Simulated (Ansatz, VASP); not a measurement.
## MoC15 in VASP and in Ansatz

```
CELL_PARAMETERS angstrom
0.00000 3.56688 3.56688
3.56688 0.00000 3.56688
3.56688 3.56688 0.00000
ATOMIC_POSITIONS crystal
Mo 0.00000 0.00000 0.00000
C 0.00120 0.00120 0.49880
C 0.00120 0.49880 0.00120
C 0.00120 0.49880 0.49880
C 0.49880 0.00120 0.00120
C 0.49880 0.00120 0.49880
C 0.49880 0.49880 0.00120
C 0.50000 0.50000 0.50000
C 0.14358 0.14358 0.14358
C 0.14358 0.14358 0.56927
C 0.14358 0.56927 0.14358
C 0.12726 0.62425 0.62425
C 0.56927 0.14358 0.14358
C 0.62425 0.12726 0.62425
C 0.62425 0.62425 0.12726
C 0.62425 0.62425 0.62425
```

Alike in both runs: task single point; functional PBEsol; k mesh 4 × 4 × 4; occupations gaussian, width 0.05 eV; collinear spin; Hubbard terms Mo d U = 2.0 eV.

|  | VASP | Ansatz |
| --- | --- | --- |
| version | VASP 6.6.1 | Ansatz 0.2.0 |
| potentials or method | VASP PAW PBE potentials, release 64 (Mo_sv, C), cutoff 600 eV | scalar-relativistic, plane waves, PAW |
| valence electrons in the cell | 74 | 74 |

Ansatz gave:

| Property | Result |
| --- | --- |
| gap on the k mesh at the Fermi level (eV) | none |
| rms of the force components (eV/Å) | 0.014 |
| net moment per atom (μB) | 0.08 |
| size of the moment on the site where the two differ most (μB) | 0.45 |

**Question.** Estimate VASP's values.

**Answer.** gap on the k mesh at the Fermi level (eV): none; rms of the force components (eV/Å): 0.072; net moment per atom (μB): 0.08; size of the moment on the site where the two differ most (μB): 0.98.

VASP's potentials were made for PBE, not for PBEsol. Site moments also hang on the region over which each program counts them. The programs project onto different local orbitals, so the same U acts differently, and such runs can settle in different states. Atom by atom the forces differ by 0.069 eV/Å (rms over components). A gap of «none» marks a metal or a gap that the smearing closes. Ansatz's warnings: filled band counts differ across k points.

The k mesh is coarse, so the values compare programs but aren't converged.
